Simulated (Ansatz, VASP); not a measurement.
**One calculation of ZnS, two programs**

INCAR

```
PREC     = Accurate       # precision mode
ENCUT    = 520            # plane-wave cutoff, eV
EDIFF    = 1E-8           # SCF threshold, eV
ISMEAR   = -1             # smearing method
SIGMA    = 0.01           # smearing width, eV
LREAL    = F              # projectors in reciprocal space
LASPH    = T              # aspherical terms in the spheres
NELM     = 60             # most SCF steps
ALGO     = Normal         # electronic algorithm
ISIF     = 2              # what is computed and relaxed
LWAVE    = F              # write WAVECAR
LCHARG   = F              # write CHGCAR
GGA      = PE             # functional
LEFG     = T            
NBANDS   = 16             # bands
```

File KPOINTS:

```
regular mesh
0
Gamma
  8 8 8
```

The input POSCAR:

```
ZnS
1.0
   -0.0540930000      2.6776035000      2.6776035000
    2.6776035000     -0.0540930000      2.6776035000
    2.6776035000      2.6776035000     -0.0540930000
Zn S
1 1
Direct
    0.0000000000      0.0000000000      0.0000000000
    0.7500000000      0.7500000000      0.7500000000
```

Input for Ansatz:

```yaml
crystal:
  lattice:
    - [-0.054093, 2.6776035, 2.6776035]
    - [2.6776035, -0.054093, 2.6776035]
    - [2.6776035, 2.6776035, -0.054093]
  atoms:
    - { symbol: Zn, position: [0.0, 0.0, 0.0] }
    - { symbol: S, position: [0.75, 0.75, 0.75] }
kpoints:
  mp_grid: { grid: [8, 8, 8] }
scf:
  occupations: { method: fermi_dirac, width: 0.01 }
hamiltonian:
  xc: pbe
  pseudopotentials: { kind: all_electron, datasets: crystal }
output:
  forces: true
  stress: true
  eigenvalues: true
  efg: { contact_densities: true }
```

Change from the starting cell: equal xy, yz and zx shear strains of -2 %, crystal datasets.

Alike in both runs: task electric field gradients; functional PBE; k mesh 8 × 8 × 8; occupations fermi-dirac, width 0.01 eV; no spin polarisation.

|  | VASP | Ansatz |
| --- | --- | --- |
| version | VASP 6.6.1 | Ansatz 0.2.0 |
| potentials or method | VASP PAW PBE potentials, release 64 (Zn, S), cutoff 520 eV | all-electron PAW with datasets made for the crystal, scalar-relativistic |

|  | VASP | Ansatz | Ansatz less VASP |
| --- | --- | --- | --- |
| gap on the k mesh at the Fermi level (eV) | 2.03 | 2.03 | -0.001 |
| pressure (GPa) | 1.7 | 1.5 | -0.16 |
| traceless stress, the component that is largest in VASP (GPa) | 1.45 | 1.43 | -0.012 |
| rms of the force components (eV/Å) | 0.129 | 0.127 | -0.0019 |
| size of Vzz on the site where it differs most (V/Å²) | 12.8 | 11.9 | -0.91 |

Atom by atom the forces differ by 0.002 eV/Å (rms over components). Ansatz ran all-electron here, and VASP with PAW potentials.
